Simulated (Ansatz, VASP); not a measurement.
One calculation of Sb, two programs

INCAR

```
PREC = Accurate ; ENCUT = 520
EDIFF = 1E-7 ; ISMEAR = -1
SIGMA = 0.05 ; LREAL = False
LASPH = True ; NELM = 60
ALGO = Normal ; ISIF = 2
LWAVE = False ; LCHARG = False
GGA = CA ; NBANDS = 12
```

KPOINTS

```
regular mesh
0
Gamma
  9 9 5
```

Contents of POSCAR:

```
Sb
1.0
    3.2860533585      0.0000000000      0.0000000000
   -1.6430266792      2.8458056866      0.0000000000
    0.0000000000      0.0000000000      5.3584933852
Sb
2
Direct
    0.6666666667      0.3333333333      0.7500000000
    0.3333333333      0.6666666667      0.2500000000
```

File input.yaml:

```yaml
crystal:
  lattice:
    - [3.2860533585, 0.0, 0.0]
    - [-1.6430266792, 2.8458056866, 0.0]
    - [0.0, 0.0, 5.3584933852]
  atoms:
    - { symbol: Sb, position: [0.6666666667, 0.3333333333, 0.75] }
    - { symbol: Sb, position: [0.3333333333, 0.6666666667, 0.25] }
kpoints:
  mp_grid: { grid: [9, 9, 5] }
scf:
  occupations: { method: fermi_dirac, width: 0.05 }
hamiltonian:
  xc: lda
  pseudopotentials: { kind: all_electron, lapw: { basis_error: 0.001 } }
output:
  forces: true
  stress: true
  eigenvalues: true
```

Change from the starting cell: volume scaled by 0.94.

Alike in both runs: task single point; functional LDA; k mesh 9 × 9 × 5; occupations fermi-dirac, width 0.05 eV; no spin polarisation.

|  | VASP | Ansatz |
| --- | --- | --- |
| version | VASP 6.6.1 | Ansatz 0.2.0 |
| potentials or method | VASP PAW LDA potentials, release 64 (Sb), cutoff 520 eV | all-electron LAPW, scalar-relativistic |

|  | VASP | Ansatz | Ansatz less VASP |
| --- | --- | --- | --- |
| gap on the k mesh at the Fermi level (eV) | none | none | - |
| pressure (GPa) | 1.5 | 1.4 | -0.11 |

LDA's correlation is that of Perdew and Zunger in VASP and of Perdew and Wang (1992) in Ansatz. A gap of «none» marks a metal or a gap that the smearing closes. Ansatz ran all-electron here, and VASP with PAW potentials.

Neither program's run includes spin-orbit coupling.
